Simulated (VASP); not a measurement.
Here is a VASP 6.6.1 calculation.

File INCAR:

```
PREC     = Accurate       # precision mode
ENCUT    = 520            # plane-wave cutoff, eV
EDIFF    = 1E-6           # SCF threshold, eV
ISMEAR   = 0              # smearing method
SIGMA    = 0.15           # smearing width, eV
LREAL    = False          # projectors in reciprocal space
LASPH    = True           # aspherical terms in the spheres
NELM     = 60             # most SCF steps
ALGO     = Normal         # electronic algorithm
ISIF     = 2              # what is computed and relaxed
LWAVE    = False          # write WAVECAR
LCHARG   = False          # write CHGCAR
GGA      = CA             # functional
NBANDS   = 14             # bands
```

Contents of KPOINTS:

```
regular mesh
0
Gamma
  15 15 8
```

File POSCAR:

```
Na
1.0
    3.4761407018      0.0000000000      0.0000000000
   -1.7380703509      3.0104261549      0.0000000000
    0.0000000000      0.0000000000      5.8981745703
Na
2
Direct
    0.3333333333      0.6666666667      0.2500000000
    0.6666666667      0.3333333333      0.7500000000
```

Potentials or basis: VASP PAW LDA potentials, release 64 (Na_pv).

The run is started by

```console
$ cat potpaw_LDA.64/Na_pv/POTCAR > POTCAR
$ mpirun -np 1 vasp_std > vasp.out
```

Estimate the pressure.

0.8 GPa.

Predict the band gap on the k mesh.

zero (bands 7 and 8 overlap by 4.96 eV).

Stress tensor (GPa, compression positive):
```
1.05 0.00 0.00
0.00 1.05 0.00
0.00 0.00 0.44
```
